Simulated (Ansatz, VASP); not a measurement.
**I: VASP beside Ansatz**

```
I
1.0
     2.53835   -3.70662    0.00000
     2.53835    3.70662    0.00000
    -1.62087    0.00000    2.38110
I
1
Cartesian
  1.7279 0.0000 1.1905
```

Alike in both runs: task single point; functional PBEsol; k mesh 6 × 6 × 8; occupations gaussian, width 0.1 eV; no spin polarisation.

|  | VASP | Ansatz |
| --- | --- | --- |
| version | VASP 6.6.1 | Ansatz 0.2.0 |
| potentials or method | VASP PAW PBE potentials, release 64 (I), cutoff 520 eV | scalar-relativistic, plane waves, PAW |
| valence electrons in the cell | 7 | 17 |

Ansatz gave:

| Property | Result |
| --- | --- |
| gap on the k mesh at the Fermi level (eV) | none |
| pressure (GPa) | 0.1 |
| traceless stress, the component that is largest in VASP (GPa) | -1.69 |

Q: What did VASP give for the same quantities?

A: gap on the k mesh at the Fermi level (eV): none; pressure (GPa): 0.1; traceless stress, the component that is largest in VASP (GPa): -1.67.

VASP's potentials were made for PBE, not for PBEsol. A gap of «none» marks a metal or a gap that the smearing closes. The functional is the same, so the differences come from potentials, cutoffs and numerics. VASP's potentials hold 7 valence electrons a cell and Ansatz's 17, so a difference there can come from the potentials and not from the codes.

Spin-orbit coupling is off throughout.
